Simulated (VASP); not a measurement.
**CuI: single point with BLYP**

The system is CuI.

```
CELL_PARAMETERS angstrom
3.73317 -3.71109 0.00000
3.73317 3.71109 0.00000
0.00000 0.00000 4.30700
ATOMIC_POSITIONS crystal
Cu 0.42044 0.57956 0.75000
Cu 0.57956 0.42044 0.25000
I 0.77004 0.22996 0.75000
I 0.22996 0.77004 0.25000
```

| Quantity | Value |
| --- | --- |
| Program | VASP 6.6.1 |
| Task | single point |
| Functional | BLYP |
| Potentials or basis | VASP PAW PBE potentials, release 64 (Cu, I) |
| Cutoff | 520 eV |
| k mesh | 4 × 4 × 6 |
| Occupations | gaussian, width 0.01 eV |
| Spin | no spin polarisation |
| Dipole correction | no |
| Further INCAR settings | ALGO = Normal; EDIFF = 1e-07; NBANDS = 26 |

The pressure is 4.3 GPa, the largest force is 0.534 eV/Å and the band gap on the k mesh is 1.08 eV.

Forces in eV/Å, atoms in the order of the input:
```
Cu   0.000  0.203  0.000
Cu   0.000 -0.203  0.000
I    0.000 -0.534  0.000
I    0.000  0.534  0.000
```

Stress tensor (GPa, compression positive):
```
2.42 0.00 0.00
0.00 5.17 0.00
0.00 0.00 5.31
```

Levels at points of the mesh, in eV from the valence-band top:
| k point | band 14 | band 15 | band 16 | band 17 | band 18 | band 19 | band 20 | band 21 | band 22 | band 23 |
| --- | --- | --- | --- | --- | --- | --- | --- | --- | --- | --- |
| (0.00, 0.00, 0.00) | -1.86 | -1.85 | -1.52 | -0.91 | 0.00 | 1.08 | 1.87 | 2.48 | 4.76 | 5.18 |
| (0.50, 0.00, 0.00) | -1.93 | -1.84 | -1.40 | -1.36 | -0.39 | 2.75 | 2.91 | 3.60 | 4.18 | 5.60 |
| (0.50, 0.50, 0.00) | -1.99 | -1.83 | -1.06 | -0.74 | -0.20 | 1.68 | 2.79 | 4.39 | 5.03 | 5.33 |
| (0.00, 0.00, 0.50) | -1.99 | -1.85 | -1.85 | -1.60 | -1.60 | 3.68 | 3.68 | 3.91 | 3.91 | 6.13 |
| (0.50, 0.00, 0.50) | -2.01 | -1.86 | -1.86 | -1.38 | -1.38 | 2.26 | 2.26 | 3.56 | 3.56 | 7.58 |
| (0.50, 0.50, 0.50) | -2.07 | -1.83 | -1.83 | -1.65 | -1.65 | 4.00 | 4.00 | 4.66 | 4.66 | 6.74 |

It took 2.2 min on 1 thread of AMD EPYC 7R43 64-Core Processor (Zen 3) (shared host), peak memory 0.23 GiB.

Caveat: the cell stands under pressure; the PAW data sets were made with another functional, which shifts forces and pressure a little; spin-orbit coupling is left out, which moves the levels of the heavy elements.
